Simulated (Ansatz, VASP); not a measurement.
## CuO: VASP beside Ansatz

The input INCAR:

```
SYSTEM = CuO
PREC     = Accurate       ! precision mode
ENCUT    = 520            ! plane-wave cutoff, eV
EDIFF    = 1E-6           ! SCF threshold, eV
ISMEAR   = 1              ! smearing method
SIGMA    = 0.01           ! smearing width, eV
LREAL    = .False.        ! projectors in reciprocal space
LASPH    = .True.         ! aspherical terms in the spheres
NELM     = 80             ! most SCF steps
ALGO     = Normal         ! electronic algorithm
ISIF     = 2              ! what is computed and relaxed
LWAVE    = .False.        ! write WAVECAR
LCHARG   = .True.         ! write CHGCAR
GGA      = PS             ! functional
LELF     = .True.         ! ELF
LVHAR    = .True.       
NBANDS   = 25             ! bands
```

File KPOINTS:

```
Automatic mesh
0
Gamma
  16 16 8
  0 0 0
```

File POSCAR:

```
CuO
1.0
    2.3446500000     -1.7134000000      0.0000000000
    2.3446500000      1.7134000000      0.0000000000
   -0.8605500000      0.0000000000      5.0594400000
Cu O
2 2
Direct
    0.0032000000      0.4968000000      0.0000000000
    0.4968000000      0.0032000000      0.5000000000
    0.5714000000      0.4056000000      0.2537000000
    0.4056000000      0.5714000000      0.7537000000
```

Input for Ansatz:

```yaml
crystal:
  lattice:
    - [2.34465, -1.7134, 0.0]
    - [2.34465, 1.7134, 0.0]
    - [-0.86055, 0.0, 5.05944]
  atoms:
    - { symbol: Cu, position: [0.0032, 0.4968, 0.0] }
    - { symbol: Cu, position: [0.4968, 0.0032, 0.5] }
    - { symbol: O, position: [0.5714, 0.4056, 0.2537] }
    - { symbol: O, position: [0.4056, 0.5714, 0.7537] }
basis:
  ecutwfc: 420
kpoints:
  mp_grid: { grid: [16, 16, 8] }
hamiltonian:
  xc: pbesol
scf:
  occupations: { method: cold, width: 0.01 }
output:
  forces: true
  stress: true
  eigenvalues: true
```

Alike in both runs: task single point; functional PBEsol; k mesh 16 × 16 × 8; no spin polarisation.

|  | VASP | Ansatz |
| --- | --- | --- |
| version | VASP 6.6.1 | Ansatz 0.2.0 |
| potentials or method | VASP PAW PBE potentials, release 64 (Cu, O), cutoff 520 eV | scalar-relativistic, plane waves, PAW |
| occupations | methfessel-paxton of order 1, width 0.01 eV | cold, width 0.01 eV |
| valence electrons in the cell | 34 | 50 |

Ansatz gave:

| Property | Result |
| --- | --- |
| gap on the k mesh at the Fermi level (eV) | none |
| pressure (GPa) | -2.7 |
| traceless stress, the component that is largest in VASP (GPa) | 2.31 |
| rms of the force components (eV/Å) | 0.424 |

Problem. Estimate VASP's values.

Solution. gap on the k mesh at the Fermi level (eV): none; pressure (GPa): -2.0; traceless stress, the component that is largest in VASP (GPa): 1.93; rms of the force components (eV/Å): 0.431.

VASP's potentials were made for PBE, not for PBEsol. Atom by atom the forces differ by 0.022 eV/Å (rms over components). A gap of «none» marks a metal or a gap that the smearing closes. VASP's potentials hold 34 valence electrons a cell and Ansatz's 50, so a difference there can come from the potentials and not from the codes.
